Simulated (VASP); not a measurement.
## Tc: relaxation of cell and atoms with r2SCAN

The system is Tc.

```
CELL_PARAMETERS angstrom
3.85595 0.00000 0.00000
0.00000 3.85595 0.00000
0.00000 0.00000 3.85595
ATOMIC_POSITIONS crystal
Tc 0.00000 0.00000 0.00000
Tc 0.00000 0.50000 0.50000
Tc 0.50000 0.00000 0.50000
Tc 0.50000 0.50000 0.00000
```

This isn't the form of Tc at room conditions, which is hcp.

- Program: VASP 6.6.1
- Task: relaxation of cell and atoms
- Functional: r2SCAN
- Potentials or basis: VASP PAW PBE potentials, release 64 (Tc_pv)
- Cutoff: 600 eV
- k mesh: 5 × 5 × 5
- Occupations: gaussian, width 0.05 eV
- Spin: no spin polarisation
- Dipole correction: no
- Further INCAR settings: ALGO = Normal; EDIFF = 1e-07; IBRION = 2; EDIFFG = -0.01; NSW = 80; ISIF = 3

```json
{
  "Relaxed volume": "14.36 Å³/atom",
  "Relaxed cell": "a = 3.859 Å, b = 3.859 Å, c = 3.859 Å, α = 90.00°, β = 90.00°, γ = 90.00°",
  "Space group after relaxing (to 0.1 Å)": "Fm-3m (No. 225)",
  "Energy gained by relaxing": "0.1 meV/atom",
  "Ionic steps": "3",
  "Pressure after relaxing": "0.0 GPa",
  "Band gap on the k mesh": "zero (bands 26 and 27 overlap by 3.84 eV)"
}
```

Step by step:
| step | energy change (eV) | largest force (eV/Å) | pressure (GPa) | volume (Å³) |
| --- | --- | --- | --- | --- |
| 1 | 0.0000 | 0.0000 | 0.70 | 57.33 |
| 2 | 0.0024 | 0.0000 | -2.15 | 57.85 |
| 3 | -0.0003 | 0.0000 | 0.01 | 57.45 |

Final structure:
```xyz
4
Lattice="3.8587 0.0000 0.0000 0.0000 3.8587 0.0000 0.0000 0.0000 3.8587" Properties=species:S:1:pos:R:3 pbc="T T T"
Tc    0.0000    0.0000    0.0000
Tc    0.0000    1.9293    1.9293
Tc    1.9293    0.0000    1.9293
Tc    1.9293    1.9293    0.0000
```

Levels at points of the mesh, in eV from the Fermi level:
| k point | band 21 | band 22 | band 23 | band 24 | band 25 | band 26 | band 27 | band 28 | band 29 | band 30 |
| --- | --- | --- | --- | --- | --- | --- | --- | --- | --- | --- |
| (0.00, 0.00, 0.00) | -1.92 | -1.92 | 0.93 | 0.93 | 2.98 | 2.98 | 2.98 | 3.53 | 3.53 | 3.53 |

Wall time 6 min on 1 thread of AMD EPYC 9755 128-Core Processor (shared host), peak memory 0.16 GiB.

Caveat: the PAW data sets were made with another functional, which shifts forces and pressure a little.
